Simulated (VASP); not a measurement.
Here is a VASP 6.6.1 calculation.

File INCAR:

```
SYSTEM = BP2
PREC = Accurate ; ENCUT = 520
EDIFF = 1E-6 ; ISMEAR = 0
SIGMA = 0.2 ; LREAL = .False.
LASPH = .True. ; NELM = 60
ALGO = Normal ; ISIF = 2
LWAVE = .False. ; LCHARG = .False.
GGA = PE ; NBANDS = 22
```

KPOINTS

```
Automatic mesh
0
Gamma
  5 3 3
  0 0 0
```

The input POSCAR:

```
BP2
1.0
    3.2962729739     -0.2094287442     -0.0137004852
    0.4168683582      5.4696247661      0.2937800270
    1.4461724118      0.9126420311      4.6415619337
B P
2 4
Direct
    0.5197770154      0.1641806415      0.9456636064
    0.4802229846      0.8358193585      0.0543363936
    0.4906193468      0.2940490424      0.5412997593
    0.5093806532      0.7059509576      0.4587002407
   -0.0495037152      0.2935962130      0.0915923604
    1.0495037152      0.7064037870      0.9084076396
```

Potentials or basis: VASP PAW PBE potentials, release 64 (B, P).

The run is started by

```bash
$ cat potpaw_PBE.64/B/POTCAR potpaw_PBE.64/P/POTCAR > POTCAR
$ mpirun -np 1 vasp_std > vasp.out
```

(1) What does it give for the band gap on the k mesh?

(2) Estimate the largest force.

(3) Predict the pressure.

Results:

(1) zero (bands 13 and 14 overlap by 1.67 eV).

(2) 0.033 eV/Å.

(3) -0.2 GPa.

Caveat: the k points lie up to 0.46 Å⁻¹ apart, too coarse for converged energies and pressures of a metal.
